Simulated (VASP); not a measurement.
# Na in VASP: notebook, part 2 of 2

VASP 6.6.1. The steps go on from the part before.

**4. Single point, PBEsol**

This run uses another cell than the first one, of 35.54 Å³/atom, 0.887 times its volume.

File INCAR:

```
  PREC = Accurate
  ENCUT = 520
  EDIFF = 1E-7
  ISMEAR = -1
  SIGMA = 0.05
  LREAL = F
  LASPH = T
  NELM = 80
  ALGO = Normal
  ISIF = 2
  LWAVE = F
  LCHARG = T
  GGA = PS
  LELF = T
  LVHAR = T
  NBANDS = 14
```

File KPOINTS:

```
regular mesh
0
Gamma
  8 8 5
```

File POSCAR:

```
Na
1.0
    3.6901008715      0.0000000000      0.0000000000
   -1.8450504358      3.1957210973      0.0000000000
    0.0000000000      0.0000000000      6.0283729130
Na
2
Direct
    0.6666666667      0.3333333333      0.7500000000
    0.3333333333      0.6666666667      0.2500000000
```

Potentials or basis: VASP PAW PBE potentials, release 64 (Na_pv).

Run with:

```bash
$ cat potpaw_PBE.64/Na_pv/POTCAR > POTCAR
$ mpirun -np 1 vasp_std > vasp.out
```

OUTCAR:

```text
PREC = Accurate
   ENCUT = 520
   EDIFF = 1E-7
   ISMEAR = -1
   LREAL = F
   LASPH = T
   NELM = 80
   ISIF = 2
   GGA = PS

 ion  position               nearest neighbor table
   1  0.667  0.333  0.750-
   2  0.333  0.667  0.250-

  LATTYP: Found a hexagonal cell.
 ALAT       =     3.6901008715
 C/A-ratio  =     1.6336607380

  Lattice vectors:

 A1 = (   3.6901008715,   0.0000000000,   0.0000000000)
 A2 = (  -1.8450504358,   3.1957210973,   0.0000000000)
 A3 = (   0.0000000000,   0.0000000000,   6.0283729130)

Analysis of symmetry for initial positions (statically):
=====================================================================
 Subroutine PRICEL returns:
 Original cell was already a primitive cell.

 Routine SETGRP: Setting up the symmetry group for a
 hexagonal supercell.

 Subroutine GETGRP returns: Found 24 space group operations
 (whereof 12 operations were pure point group operations)
 out of a pool of 24 trial point group operations.

The static configuration has the point symmetry D_3d.
 The point group associated with its full space group is D_6h.

Analysis of symmetry for dynamics (positions and initial velocities):
=====================================================================
 Subroutine PRICEL returns:
 Original cell was already a primitive cell.

 Routine SETGRP: Setting up the symmetry group for a
 hexagonal supercell.

 Subroutine GETGRP returns: Found 24 space group operations
 (whereof 12 operations were pure point group operations)
 out of a pool of 24 trial point group operations.

The dynamic configuration has the point symmetry D_3d.
 The point group associated with its full space group is D_6h.

 Subroutine INISYM returns: Found 24 space group operations
 (whereof 12 operations are pure point group operations),
 and found     1 'primitive' translations

----------------------------------------------------------------------------------------

                                     Primitive cell

  volume of cell :      71.0898

  direct lattice vectors                    reciprocal lattice vectors
     3.690100871  0.000000000  0.000000000     0.270995302  0.156459211  0.000000000
    -1.845050436  3.195721097  0.000000000     0.000000000  0.312918421  0.000000000
     0.000000000  0.000000000  6.028372913     0.000000000  0.000000000  0.165882240

  length of vectors
     3.690100871  3.690100872  6.028372913     0.312918421  0.312918421  0.165882240

  position of ions in fractional coordinates (direct lattice)
     0.666666667  0.333333333  0.750000000
     0.333333333  0.666666667  0.250000000

  ion indices of the primitive-cell ions
   primitive index   ion index
                 1           1
                 2           2

----------------------------------------------------------------------------------------

 KPOINTS: regular mesh

Automatic generation of k-mesh.
 Grid dimensions read from file:
 generate k-points for:    8    8    5

 Generating k-lattice:

  Cartesian coordinates                     Fractional coordinates (reciprocal lattice)
     0.033874413  0.019557401  0.000000000     0.125000000  0.000000000  0.000000000
     0.000000000  0.039114803  0.000000000     0.000000000  0.125000000  0.000000000
     0.000000000  0.000000000  0.033176448     0.000000000  0.000000000  0.200000000

  Length of vectors
     0.039114803  0.039114803  0.033176448

  Shift w.r.t. Gamma in fractional coordinates (k-lattice)
     0.000000000  0.000000000  0.000000000

 Subroutine IBZKPT returns following result:
 ===========================================

 Found     30 irreducible k-points:

 Following reciprocal coordinates:
            Coordinates               Weight
  0.000000  0.000000  0.000000      1.000000
  0.125000 -0.000000  0.000000      6.000000
  0.250000 -0.000000  0.000000      6.000000
  0.375000 -0.000000  0.000000      6.000000
  0.500000 -0.000000  0.000000      3.000000
  0.125000  0.125000  0.000000      6.000000
[... 16 lines left out ...]
  0.250000 -0.000000  0.400000     12.000000
  0.375000 -0.000000  0.400000     12.000000
 [... further k-points ...]
   k-points           NKPTS =     30   k-points in BZ     NKDIM =     30   number of bands    NBANDS=     14
   number of dos      NEDOS =    301   number of ions     NIONS =      2
   total plane-waves  NPLWV =  37632
   dimension x,y,z NGX =    28 NGY =   28 NGZ =   48
   dimension x,y,z NGXF=    56 NGYF=   56 NGZF=   96
   ions per type =               2
   NGX,Y,Z   is equivalent  to a cutoff of  12.61, 12.61, 13.24 a.u.
   NGXF,Y,Z  is equivalent  to a cutoff of  25.23, 25.23, 26.47 a.u.
 SYSTEM =  unknown system
   PREC   = accura    normal or accurate (medium, high low for compatibility)
   ISTART =      0    job   : 0-new  1-cont  2-samecut
   ICHARG =      2    charge: 1-file 2-atom 10-const
   ISPIN  =      1    spin polarized calculation?
   LNONCOLLINEAR =      F non collinear calculations
   LSORBIT =      F    spin-orbit coupling
   LASPH  =      T    aspherical Exc in radial PAW
   ENCUT  =  520.0 eV  38.22 Ry    6.18 a.u.   6.86  6.86 11.21*2*pi/ulx,y,z
   NELM   =     80;   NELMIN=  2; NELMDL= -5     # of ELM steps
   EDIFF  = 0.1E-06   stopping-criterion for ELM
   LREAL  =      F    real-space projection
   EDIFFG = 0.1E-05   stopping-criterion for IOM
   NSW    =      0    number of steps for IOM
   IBRION =     -1    ionic relax: 0-MD 1-quasi-New 2-CG
   NFREE  =      0    steps in history (QN), initial steepest desc. (CG)
   ISIF   =      2    stress and relaxation
   ISYM   =      2    0-nonsym 1-usesym 2-fastsym
   POTIM  = 0.5000    time-step for ionic-motion
   TEBEG  =    0.0;   TEEND  =   0.0 temperature during run
   PSTRESS=    0.0 pullay stress
   NELECT =      14.0000    total number of electrons
   NUPDOWN=      -1.0000    fix difference up-down
   EMIN   =  10.00;   EMAX   =-10.00  energy-range for DOS
   EFERMI =   0.00;   METHOD = LEGACY
   ISMEAR =    -1;   SIGMA  =   0.05  broadening in eV -4-tet -1-fermi 0-gaus
   EFERMI_NEDOS =   21; number of points for ismear=-14 and -15
   IALGO  =     38    algorithm
   IMIX   =      4    mixing-type and parameters
     AMIX     =   0.40;   BMIX     =  1.00
     AMIX_MAG =   1.60;   BMIX_MAG =  1.00
  volume/ion in A,a.u.               =      35.54       239.87
  Fermi-wavevector in a.u.,A,eV,Ry     =   0.952464  1.799895 12.343030  0.907187
  Thomas-Fermi vector in A             =   2.081029
   LORBIT       =      0    0 simple, 1 ext, 2 COOP (PROOUT), +10 PAW based schemes
   GGA     = PS    functional components
   LHFCALC =     F    Hartree Fock is set to
   AEXX    =    0.0000 exact exchange contribution
   IVDW    =     0    specifies the selected vdW correction
   LEPSILON=     F    determine dielectric tensor
   LRPA    =     F    only Hartree local field effects (RPA)
 non-spin polarized calculation
  energy-cutoff  :      520.00
  volume of cell :       71.09
 maximum number of plane-waves:      1931
 NGX is ok and might be reduce to    28
   NGX = 13   NGY = 13   NGZ = 23

 number of electron      13.9999983 magnetization

 Free energy of the ion-electron system (eV)
  ---------------------------------------------------
  ext. energy  EPLUGINS =         0.00000000
  ---------------------------------------------------
  free energy    TOTEN  =        -2.79831893 eV

  energy without entropy =       -2.79199621  energy(sigma->0) =       -2.79515757

 E-fermi :   0.3800     XC(G=0):  -6.6126

 val. band max:        0.2245956620   @ k =   0.3750   0.1250   0.2000
 cond. band min:       0.4003812093   @ k =   0.1250   0.1250   0.2000
 fundamental gap:      0.1757855473
 Fermi energy:         0.3800390115

 k-point     1 :       0.0000    0.0000    0.0000
  band No.  band energies     occupation
      1     -24.3625      2.00000
      2     -24.3268      2.00000
      3     -24.3268      2.00000
      4     -24.3212      2.00000
      5     -24.3211      2.00000
      6     -24.3211      2.00000
      7      -2.9419      2.00000
      8       0.9737      0.00001
      9       1.4353      0.00000
     10      10.6449      0.00000
     11      10.6449      0.00000
     12      11.0658      0.00000
     13      11.0658      0.00000
     14      11.1401      0.00000
[... 375 lines left out ...]
 k-point    24 :       0.3750   -0.0000    0.4000
  band No.  band energies     occupation
      1     -24.3575      2.00000
      2     -24.3548      2.00000
      3     -24.3352      2.00000
      4     -24.3318      2.00000
      5     -24.3301      2.00000
      6     -24.3290      2.00000
      7      -0.1876      1.99998
      8       0.6137      0.01850
      9       3.3900      0.00000
     10       4.1583      0.00000
     11       6.8397      0.00000
     12       8.4645      0.00000
     13       8.5237      0.00000
     14       9.2163      0.00000

 [... further k-points ...]
[... 5 lines left out ...]
  --------------------------------------------------------------------------------------
  -------------------------------------------------------------------------------------
  Total        0.1273262      0.1273262      0.0101975     -0.0000000      0.0000000      0.0000000
  in kB        2.8695979      2.8695979      0.2298242     -0.0000000      0.0000000      0.0000000
  external PRESSURE =       1.9896733 kB  Pullay stress =       0.0000000 kB

 VOLUME and BASIS-vectors are now :
 -----------------------------------------------------------------------------
  energy-cutoff  :      520.00
  volume of cell :       71.09
      direct lattice vectors                 reciprocal lattice vectors
     3.690100871  0.000000000  0.000000000     0.270995302  0.156459211  0.000000000
    -1.845050436  3.195721097  0.000000000     0.000000000  0.312918421  0.000000000
     0.000000000  0.000000000  6.028372913     0.000000000  0.000000000  0.165882240

 POSITION                                       TOTAL-FORCE (eV/Angst)
 -----------------------------------------------------------------------------------
      1.84505      1.06524      4.52128         0.000000      0.000000      0.000000
     -0.00000      2.13048      1.50709        -0.000000      0.000000      0.000000
 -----------------------------------------------------------------------------------
    total drift:                               -0.000000      0.000000     -0.000000

  FREE ENERGIE OF THE ION-ELECTRON SYSTEM (eV)
  ---------------------------------------------------
  free  energy   TOTEN  =        -2.7983189281 eV

  energy  without entropy=       -2.7919962051  energy(sigma->0) =       -2.79515757
```

OSZICAR:

```text
N       E                     dE             d eps       ncg     rms          rms(c)
DAV:   1     0.103632565293E+03    0.10363E+03   -0.76544E+03   840   0.974E+02
DAV:   2     0.140354661660E+01   -0.10223E+03   -0.10100E+03   888   0.283E+02
DAV:   3    -0.274319576488E+01   -0.41467E+01   -0.41425E+01  1056   0.651E+01
DAV:   4    -0.280180311507E+01   -0.58607E-01   -0.58605E-01   984   0.833E+00
DAV:   5    -0.280313518737E+01   -0.13321E-02   -0.13321E-02  1038   0.127E+00    0.337E-01
DAV:   6    -0.279956920521E+01    0.35660E-02   -0.48518E-03  1044   0.108E+00    0.203E-01
DAV:   7    -0.279841224669E+01    0.11570E-02   -0.42486E-03  1050   0.881E-01    0.648E-02
DAV:   8    -0.279831839893E+01    0.93848E-04   -0.45450E-04  1086   0.379E-01    0.379E-03
DAV:   9    -0.279831901844E+01   -0.61951E-06   -0.50591E-06  1050   0.282E-02    0.162E-03
DAV:  10    -0.279831892805E+01    0.90386E-07   -0.25283E-07   984   0.661E-03
   1 F= -.27983189E+01 E0= -.27951576E+01  d E =-.632272E-02
```

stdout:

```text
POSCAR found type information on POSCAR Na
 POSCAR found :  1 types and       2 ions
 scaLAPACK will be used
 -----------------------------------------------------------------------------
|                                                                             |
|                                                                             |
|     You enforced a specific xc type in the INCAR file but a different       |
|     I HOPE YOU KNOW WHAT YOU ARE DOING!                                     |
|                                                                             |
 -----------------------------------------------------------------------------

 LDA part: xc-table for (Slater+PW92), standard interpolation
 POSCAR, INCAR and KPOINTS ok, starting setup
 FFT: planning ... GRIDC
 FFT: planning ... GRID_SOFT
 FFT: planning ... GRID
 WAVECAR not read
 entering main loop
```

Wall time 9.5 s (1 thread of Intel Xeon 6975P-C (Granite Rapids), shared host); peak memory 0.18 GiB.

What came out:

```
Free energy            : -2.7983 eV
Pressure               : 0.2 GPa
Band gap on the k mesh : zero (band 7 reaches 1.89 eV, above the bottom of band 8 at -1.42 eV)
```

Levels at points of the mesh, in eV from the Fermi level:
```
           k point  band 3  band 4  band 5  band 6  band 7  band 8  band 9  band 10  band 11  band 12
(0.00, 0.00, 0.00)  -24.71  -24.70  -24.70  -24.70   -3.32    0.59    1.06    10.26    10.26    10.69
(0.50, 0.00, 0.00)  -24.72  -24.72  -24.71  -24.71    0.28    0.43    3.96     4.02     4.54     4.76
```

Caveat: the PAW data sets were made with another functional, which shifts forces and pressure a little.

**5. Overview**

| cell | gap on the mesh (eV) | pressure (GPa) |
| --- | --- | --- |
| a = 3.841, b = 3.841, c = 6.275 Å, angles 90.0, 90.0, 120.0°, 2 atoms | none | -0.6 |
| a = 3.767, b = 3.767, c = 6.154 Å, angles 90.0, 90.0, 120.0°, 2 atoms | none | -0.3 |
| a = 3.690, b = 3.690, c = 6.028 Å, angles 90.0, 90.0, 120.0°, 2 atoms | none | 0.2 |

Alike in all rows: task single point; level PBEsol; potentials or basis VASP PAW PBE potentials, release 64 (Na_pv); no spin polarisation; k mesh 8 × 8 × 5; cutoff (eV) 520; smearing fermi-dirac 0.05 eV.

Caveats: the PAW data sets were made with another functional, which shifts forces and pressure a little.

Total energies depend on the potentials used, so only differences within one code and one set of settings carry meaning.
